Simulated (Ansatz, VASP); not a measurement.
## PtS2 in VASP and in Ansatz

INCAR

```
ALGO     = Normal         # electronic algorithm
EDIFF    = 1E-6           # SCF threshold, eV
ENCUT    = 500            # plane-wave cutoff, eV
GGA      = PE             # functional
GGA_COMPAT= F            
ISIF     = 2              # what is computed and relaxed
ISMEAR   = -1             # smearing method
LASPH    = T              # aspherical terms in the spheres
LCHARG   = F              # write CHGCAR
LREAL    = F              # projectors in reciprocal space
LWAVE    = F              # write WAVECAR
NBANDS   = 22             # bands
NELM     = 120            # most SCF steps
PREC     = Accurate       # precision mode
SIGMA    = 0.05           # smearing width, eV
```

KPOINTS

```
k-points
0
Gamma
  7 7 5
```

File POSCAR:

```
PtS2
1.0
    3.5077680000      0.0000000000      0.0000000000
   -1.7538840000      3.0378161986      0.0000000000
    0.0000000000      0.0000000000      5.0388000000
Pt S
1 2
Direct
    0.0000000000      0.0000000000      0.0000000000
    0.6666666667      0.3333333333      0.7730000000
    0.3333333333      0.6666666667      0.2270000000
```

input.yaml

```yaml
crystal:
  lattice:
    - [3.507768, 0.0, 0.0]
    - [-1.753884, 3.0378161986, 0.0]
    - [0.0, 0.0, 5.0388]
  atoms:
    - { symbol: Pt, position: [0.0, 0.0, 0.0] }
    - { symbol: S, position: [0.6666666667, 0.3333333333, 0.773] }
    - { symbol: S, position: [0.3333333333, 0.6666666667, 0.227] }
hamiltonian:
  xc: pbe
  pseudopotentials: { kind: paw }
kpoints:
  mp_grid: { grid: [7, 7, 5] }
scf:
  occupations: { method: fermi_dirac, width: 0.05 }
output:
  forces: true
  stress: true
  eigenvalues: true
```

Alike in both runs: task single point; functional PBE; k mesh 7 × 7 × 5; occupations fermi-dirac, width 0.05 eV; no spin polarisation.

|  | VASP | Ansatz |
| --- | --- | --- |
| version | VASP 6.6.1 | Ansatz 0.2.0 |
| potentials or method | VASP PAW PBE potentials, release 64 (Pt_sv_GW, S) | Ansatz PAW |
| plane-wave cutoff (eV) | 500 | 420 |
| valence electrons in the cell | 30 | 30 |

Ansatz gave:

```
gap on the k mesh at the Fermi level (eV) : 0.93
least direct gap on the mesh (eV)         : 1.23
rms of the force components (eV/Å)        : 0.747
```

Q: Which values does VASP return?

A: gap on the k mesh at the Fermi level (eV): 0.95; least direct gap on the mesh (eV): 1.24; rms of the force components (eV/Å): 0.734.

Atom by atom the forces differ by 0.013 eV/Å (rms over components). With one functional, cell and mesh, what is left measures potentials, basis and numerics.

Neither program's run includes spin-orbit coupling. Noted on Ansatz's run: odd divisions of the mesh miss points on the zone boundary, where band edges often lie, so the gap on the mesh can be too wide.
